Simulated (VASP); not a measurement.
Wanted: the native input for a VASP 6.6.1 run.

| Property | Result |
| --- | --- |
| Task | single point |
| Functional | LDA |
| Potentials or basis | VASP PAW LDA potentials, release 64 (Zn, O) |
| Cutoff | 520 eV |
| k mesh | 8 × 8 × 4 |
| Occupations | gaussian, width 0.01 eV |
| Spin | no spin polarisation |
| Dipole correction | no |
| Further INCAR settings | ALGO = Normal; EDIFF = 1e-06; NBANDS = 26 |

The structure of ZnO lies in POSCAR:

```
ZnO
1.0
    3.1618046286      0.0000000000      0.0000000000
   -1.5809023143      2.7382031301      0.0000000000
    0.0000000000      0.0000000000      5.1129988516
Zn O
2 2
Direct
    0.3333333333      0.6666666667      0.5003524306
    0.6666666667      0.3333333333      0.0003524306
    0.6666666667      0.3333333333      0.3786575694
    0.3333333333      0.6666666667      0.8786575694
```

The input as run:

INCAR

```
ALGO = Normal ; EDIFF = 1E-6
ENCUT = 520 ; ISIF = 2
ISMEAR = 0 ; LASPH = T
LCHARG = F ; LREAL = F
LWAVE = F ; NBANDS = 26
NELM = 100 ; PREC = Accurate
SIGMA = 0.01
```

KPOINTS

```
k-points
0
Gamma
  8 8 4
```

Potentials or basis: VASP PAW LDA potentials, release 64 (Zn, O).

Run with:

```console
$ cat potpaw_LDA.64/Zn/POTCAR potpaw_LDA.64/O/POTCAR > POTCAR
$ mpirun -np 1 vasp_std > vasp.out
```

It gave:

- Pressure: 5.4 GPa
- Band gap on the k mesh: 0.85 eV, direct

Run time: 39 s on 1 thread of Intel Xeon 8259CL (shared host), peak memory 0.16 GiB.
